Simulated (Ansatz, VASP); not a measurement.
One calculation of MoS2, two programs

The input POSCAR:

```
MoS2
1.0
    3.2274600000      0.0000000000      0.0000000000
   -1.6137300000      2.7950700000      0.0000000000
    0.0000000000      0.0000000000      6.3124700000
Mo S
1 2
Direct
    0.9911100000      0.9768900000      0.4907000000
    0.3253000000      0.6624100000      0.2567600000
    0.6372444544      0.3248989088      0.7581100000
```

The input INCAR.step1:

```
ALGO = Normal
EDIFF = 1E-4
ENCUT = 520
GGA = PE
ISMEAR = -1
LASPH = T
LCHARG = F
LREAL = F
LWAVE = T
NBANDS = 20
NELM = 60
PREC = Accurate
SIGMA = 0.1
```

The input INCAR.step2:

```
ALGO = Normal
EDIFF = 1E-6
ENCUT = 520
ISIF = 2
ISMEAR = -1
ISTART = 1
LASPH = T
LCHARG = T
LELF = T
LMIXTAU = T
LREAL = F
LVHAR = T
LWAVE = F
METAGGA = R2SCAN
NBANDS = 20
NELM = 60
PREC = Accurate
SIGMA = 0.1
```

File KPOINTS:

```
k-points
0
Gamma
  7 7 3
```

Input for Ansatz:

```yaml
crystal:
  lattice:
    - [3.22746, 0.0, 0.0]
    - [-1.61373, 2.79507, 0.0]
    - [0.0, 0.0, 6.31247]
  atoms:
    - { symbol: Mo, position: [0.99111, 0.97689, 0.4907] }
    - { symbol: S, position: [0.3253, 0.66241, 0.25676] }
    - { symbol: S, position: [0.6372444544143796, 0.3248989088287592, 0.75811] }
basis:
  ecutwfc: 650.0
  xc_grid: 2
kpoints:
  mp_grid:
    grid: [7, 7, 3]
hamiltonian:
  xc: r2scan
scf:
  convergence:
    dr2_threshold: 1.0e-09
  occupations:
    method: fermi_dirac
output:
  forces: true
  stress: true
```

Alike in both runs: task single point; functional r2SCAN; k mesh 7 × 7 × 3; no spin polarisation.

|  | VASP | Ansatz |
| --- | --- | --- |
| version | VASP 6.6.1 | Ansatz 0.2.0 |
| potentials or method | VASP PAW PBE potentials, release 64 (Mo_sv, S), cutoff 520 eV | plane waves, PAW |
| occupations | fermi-dirac, width 0.1 eV | fermi-dirac |
| valence electrons in the cell | 26 | 26 |

Ansatz gave:

```
pressure (GPa)                                                : -2.0
traceless stress, the component that is largest in VASP (GPa) : -1.85
rms of the force components (eV/Å)                            : 0.935
```

Task: Estimate VASP's values.

Result: Pressure (GPa): -2.0; traceless stress, the component that is largest in VASP (GPa): -1.87; rms of the force components (eV/Å): 0.936.

VASP's potentials were made for PBE, not for r2SCAN. Atom by atom the forces differ by 0.003 eV/Å (rms over components). Ansatz's warnings: stress scf threshold loose.
